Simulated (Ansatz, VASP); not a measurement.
# One calculation of SrO, two programs

File INCAR:

```
  PREC = Accurate
  ENCUT = 600
  EDIFF = 1E-7
  ISMEAR = 0
  SIGMA = 0.02
  LREAL = False
  LASPH = True
  NELM = 120
  ALGO = Normal
  ISIF = 3
  LWAVE = False
  LCHARG = False
  GGA = PE
  IBRION = 2
  NSW = 100
  EDIFFG = -0.01
  GGA_COMPAT = False
  NELMIN = 4
```

Contents of KPOINTS:

```
Automatic mesh
0
Gamma
  8 8 8
```

POSCAR

```
SrO
1.0
    0.0000000000      2.5837845800      2.5837845800
    2.5837845800      0.0000000000      2.5837845800
    2.5837845800      2.5837845800      0.0000000000
Sr O
1 1
Direct
    0.5000000000      0.5000000000      0.5000000000
    0.0000000000      0.0000000000      0.0000000000
```

Input for Ansatz:

```yaml
crystal:
  lattice:
    - [0.0, 2.58378458, 2.58378458]
    - [2.58378458, 0.0, 2.58378458]
    - [2.58378458, 2.58378458, 0.0]
  atoms:
    - { symbol: Sr, position: [0.5, 0.5, 0.5] }
    - { symbol: O, position: [0.0, 0.0, 0.0] }
basis:
  ecutwfc: 420
kpoints:
  mp_grid: { grid: [8, 8, 8] }
hamiltonian:
  xc: pbe
scf:
  occupations: { method: gaussian, width: 0.02 }
output:
  forces: true
  stress: true
  eigenvalues: true
  write_density: true
  write_potential: true
  elf: true
  volumetric_format: npy
relax:
  adjacent_minimum: "off"
  f_tol: 0.01
  max_steps: 80
  cell: { stress_tol: 0.05 }
```

Alike in both runs: task relaxation of cell and atoms; functional PBE; k mesh 8 × 8 × 8; occupations gaussian, width 0.02 eV; no spin polarisation.

```csv
,VASP,Ansatz
version,VASP 6.6.1,Ansatz 0.2.0
potentials or method,"VASP PAW PBE potentials, release 64 (Sr_sv, O), cutoff 600 eV","scalar-relativistic, plane waves, PAW"
valence electrons in the cell,16,16
```

|  | VASP | Ansatz | Ansatz less VASP |
| --- | --- | --- | --- |
| gap on the k mesh at the Fermi level, each at its own relaxed structure (eV) | 3.28 | 3.33 | +0.043 |
| relaxed volume (Å³/atom) | 17.61 | 17.52 | -0.089 |
| relaxed cell length with the largest relative difference (Å) | 3.680 | 3.673 | -0.0062 |
